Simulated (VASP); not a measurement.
Write the native input for VASP 6.6.1 that does the following.

```yaml
Task: single point
Functional: PBEsol
Potentials_or_basis: VASP PAW PBE potentials, release 64 (Ba_sv)
Cutoff: 520 eV
k_mesh: 15 × 15 × 15
Occupations: fermi-dirac, width 0.1 eV
Spin: no spin polarisation
Dipole_correction: no
Further_INCAR_settings: ALGO = Normal; EDIFF = 1e-07; NBANDS = 11
```

The structure of Ba lies in POSCAR:

```
Ba
1.0
   -2.3369719026      2.3369719026      2.3369719026
    2.3369719026     -2.3369719026      2.3369719026
    2.3369719026      2.3369719026     -2.3369719026
Ba
1
Direct
    0.0000000000      0.0000000000      0.0000000000
```

The input as run:

INCAR

```
SYSTEM = Ba
PREC = Accurate
ENCUT = 520
EDIFF = 1E-7
ISMEAR = -1
SIGMA = 0.1
LREAL = .False.
LASPH = .True.
NELM = 60
ALGO = Normal
ISIF = 2
LWAVE = .False.
LCHARG = .True.
GGA = PS
LELF = .True.
LVHAR = .True.
NBANDS = 11
```

KPOINTS

```
regular mesh
0
Gamma
  15 15 15
  0 0 0
```

Potentials or basis: VASP PAW PBE potentials, release 64 (Ba_sv).

Command:

```console
$ cat potpaw_PBE.64/Ba_sv/POTCAR > POTCAR
$ mpirun -np 1 vasp_std > vasp.out
```

Results of the run:

The pressure is 1.6 GPa and the band gap on the k mesh is zero (bands 5 and 6 overlap by 1.40 eV).

Caveat: the PAW data sets were made with another functional, which shifts forces and pressure a little; spin-orbit coupling is left out, which moves the levels of the heavy elements.

It took 35 s on 1 thread of Intel(R) Xeon(R) Platinum 8488C (Sapphire Rapids), on a shared host, peak memory 0.21 GiB.
